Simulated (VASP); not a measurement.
Write the native input for VASP 6.6.1 that does the following.

| Item | Value |
| --- | --- |
| Task | single point |
| Functional | PBE |
| Potentials or basis | VASP PAW PBE potentials, release 64 (Mn_pv, O) |
| Cutoff | 520 eV |
| k mesh | 10 × 10 × 10 |
| Occupations | gaussian, width 0.013 eV |
| Spin | collinear spin, ferromagnetic start |
| Starting moments | [4.0, 0.0] μB |
| Dipole correction | no |
| Further INCAR settings | ALGO = Normal; EDIFF = 1e-06; NBANDS = 20 |

The structure of MnO lies in POSCAR:

```
MnO
1.0
    0.0000000000      2.2239077028      2.2239077028
    2.2239077028      0.0000000000      2.2239077028
    2.2239077028      2.2239077028      0.0000000000
Mn O
1 1
Direct
    0.0000000000      0.0000000000      0.0000000000
    0.5000000000      0.5000000000      0.5000000000
```

One way to write it, as run:

INCAR

```
PREC = Accurate
ENCUT = 520
EDIFF = 1E-6
ISMEAR = 0
SIGMA = 0.013000000000000001
LREAL = False
LASPH = True
NELM = 150
ALGO = Normal
ISIF = 2
LWAVE = False
LCHARG = False
ISPIN = 2
MAGMOM = 4 0
LORBIT = 11
LMAXMIX = 4
GGA = PE
NBANDS = 20
```

KPOINTS

```
regular mesh
0
Gamma
  10 10 10
```

Potentials or basis: VASP PAW PBE potentials, release 64 (Mn_pv, O).

Launch:

```bash
$ cat potpaw_PBE.64/Mn_pv/POTCAR potpaw_PBE.64/O/POTCAR > POTCAR
$ mpirun -np 1 vasp_std > vasp.out
```

It gave:

* Pressure: 0.4 GPa
* Net moment: 4.80 μB per cell
* Site moments: Mn +4.36; O +0.21 μB
* Valence electrons inside the program's atomic spheres: Mn 11.35; O 4.98

Caveat: a cell with one magnetic atom can't hold antiferromagnetic order, which such compounds often take.

It took 43 s on 1 thread of Intel Xeon 8259CL, with other jobs on the host, peak memory 0.17 GiB.
